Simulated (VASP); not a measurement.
Write the native input for VASP 6.6.1 that does the following.

| Property | Result |
| --- | --- |
| Task | single point |
| Functional | LDA |
| Potentials or basis | VASP PAW LDA potentials, release 64 (W_sv, Ta_pv) |
| Cutoff | 520 eV |
| k mesh | 15 × 15 × 1 |
| Occupations | fermi-dirac, width 0.1 eV |
| Spin | no spin polarisation |
| Dipole correction | yes |
| Further INCAR settings | ALGO = Normal; EDIFF = 1e-06; NBANDS = 25 |

The structure of Ta2W (Ta (110), 3 layers) lies in POSCAR:

```
Ta2W
1.0
    2.8181880382      0.0000000000      0.0000000000
   -0.9393960127      2.6570131632      0.0000000000
    0.0000000000      0.0000000000     20.6021000000
W Ta
1 2
Direct
    0.0000000000      0.0000000000      0.3918156972
    0.5000000000      0.5000000000      0.4999999802
    0.0000000000      0.0000000000      0.6081843226
```

One way to write it, as run:

INCAR

```
SYSTEM = Ta2W
  PREC = Accurate
  ENCUT = 520
  EDIFF = 1E-6
  ISMEAR = -1
  SIGMA = 0.1
  LREAL = .FALSE.
  LASPH = .TRUE.
  NELM = 60
  ALGO = Normal
  ISIF = 2
  LWAVE = .FALSE.
  LCHARG = .FALSE.
  LDIPOL = .TRUE.
  IDIPOL = 3
  DIPOL = 0.5 0.5 0.500
  NBANDS = 25
```

KPOINTS

```
regular mesh
0
G
  15 15 1
  0 0 0
```

Potentials or basis: VASP PAW LDA potentials, release 64 (W_sv, Ta_pv).

Run with:

```sh
$ cat potpaw_LDA.64/W_sv/POTCAR potpaw_LDA.64/Ta_pv/POTCAR > POTCAR
$ mpirun -np 1 vasp_std > vasp.out
```

Results of the run:

| Property | Result |
| --- | --- |
| Largest force | 0.875 eV/Å |
| Band gap on the k mesh | zero (band 18 reaches 0.21 eV, above the bottom of band 19 at -1.42 eV) |

Caveat: spin-orbit coupling is left out, which moves the levels of the heavy elements.

It took 2.6 min on 1 thread of Intel(R) Xeon(R) 6975P-C (Granite Rapids), with other jobs on the host, peak memory 0.39 GiB.
